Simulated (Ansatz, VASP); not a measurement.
**Two plane-wave programs on TiC**

Contents of POSCAR:

```
TiC
1.0
    0.0000000000      2.1364487848      2.1364487848
    2.1364487848      0.0000000000      2.1364487848
    2.1364487848      2.1364487848      0.0000000000
Ti C
1 1
Direct
    0.0000000000      0.0000000000      0.0000000000
    0.5000000000      0.5000000000      0.5000000000
```

Contents of INCAR.step1:

```
ALGO = Normal
EDIFF = 1E-5
ENCUT = 520
GGA = PE
ISIF = 2
ISMEAR = -1
LASPH = True
LCHARG = False
LREAL = False
LWAVE = True
NBANDS = 15
NELM = 60
PREC = Accurate
SIGMA = 0.05
```

Contents of INCAR.step2:

```
ALGO = Normal
EDIFF = 1E-6
ENCUT = 520
GGA = PE
HFSCREEN = 0.2079
ISIF = 2
ISMEAR = -1
ISTART = 1
LASPH = True
LCHARG = False
LHFCALC = True
LREAL = False
LWAVE = False
NBANDS = 15
NELM = 60
PREC = Accurate
PRECFOCK = Normal
SIGMA = 0.05
```

Contents of KPOINTS:

```
k-points
0
Gamma
  6 6 6
```

input

```
crystal:
  lattice:
    - [0.0, 2.1364487848, 2.1364487848]
    - [2.1364487848, 0.0, 2.1364487848]
    - [2.1364487848, 2.1364487848, 0.0]
  atoms:
    - { symbol: Ti, position: [0.0, 0.0, 0.0] }
    - { symbol: C, position: [0.5, 0.5, 0.5] }
hamiltonian:
  xc: hse06
  pseudopotentials: { kind: paw }
kpoints:
  mp_grid: { grid: [6, 6, 6] }
scf:
  occupations: { method: fermi_dirac, width: 0.05 }
output:
  forces: true
  stress: true
  eigenvalues: true
  write_density: true
  write_potential: true
  elf: true
  volumetric_format: npy
```

Alike in both runs: task single point; functional HSE06; k mesh 6 × 6 × 6; occupations fermi-dirac, width 0.05 eV; no spin polarisation.

```csv
,VASP,Ansatz
version,VASP 6.6.1,Ansatz 0.2.0
potentials or method,"VASP PAW PBE potentials, release 64 (Ti_sv, C)",Ansatz PAW
plane-wave cutoff (eV),520,420
valence electrons in the cell,16,16
```

|  | VASP | Ansatz | Ansatz less VASP |
| --- | --- | --- | --- |
| gap on the k mesh at the Fermi level (eV) | none | none | - |
| pressure (GPa) | 6.6 | 6.7 | +0.10 |

A gap of «none» marks a metal or a gap that the smearing closes.

The k mesh is coarse, so the values compare programs but aren't converged.
